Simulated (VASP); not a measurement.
Crystal: GaGeO.

```
Ga Ge O
1.0
     3.49272    0.00000    0.00000
     0.00000    3.51675    0.00000
     0.00000    0.00000    3.54368
Ga Ge O
1 1 1
Direct
  0.50000 0.50000 0.50000
  0.50000 0.50000 0.00000
  0.00000 0.00000 0.00000
```

The cell was generated, and may not be a known phase.

```yaml
Program: VASP 6.6.1
Task: relaxation of cell and atoms
Functional: PBE
Potentials_or_basis: VASP PAW PBE potentials, release 64 (Ga_d, Ge_d, O)
Cutoff: 600 eV
k_mesh: 6 × 6 × 6
Occupations: gaussian, width 0.1 eV
Spin: no spin polarisation
```

At the start: pressure 83.4 GPa; volume 14.51 Å³/atom.

How do energy, volume and symmetry change on relaxing?

Over 11 steps the energy falls by 3095.7 meV/atom and the volume is 15.65 Å³/atom (+7.9 %); space group P4/mmm (No. 123, to 0.1 Å) before and after.

Step by step:
```
step  energy change (eV)  largest force (eV/Å)  pressure (GPa)  volume (Å³)
   1              0.0000                0.0000           83.44        43.53
   2              1.2492                0.0000          -51.59        87.08
   3             -8.1904                0.0000          -15.01        65.31
   4             -8.3541                0.0000          -13.36        63.56
   5             -8.4938                0.0000          -10.28        60.10
   6             -8.4940                0.0000           -9.97        59.78
   7             -9.1545                0.0000           -5.63        51.36
   8             -9.2831                0.0000           -1.06        47.52
   9             -9.2864                0.0000            0.48        46.61
  10             -9.2868                0.0000            0.15        46.86
  11             -9.2870                0.0000           -0.08        46.96
```

Final structure:
```yaml
crystal:
  lattice:
    - [3.03603, 0.00000, 0.00000]
    - [0.00000, 3.05122, 0.00000]
    - [0.00000, 0.00000, 5.06975]
  atoms:
    - { symbol: Ga, position: [0.50000, 0.50000, 0.50000] }
    - { symbol: Ge, position: [0.50000, 0.50000, 0.00000] }
    - { symbol: O, position: [0.00000, 0.00000, 0.00000] }
```

Caveat: a cell axis changed by over 15 % at a fixed basis, so the end point is rough; an odd number of electrons without spin polarisation forces a metal; a magnetic or distorted state may lie lower.
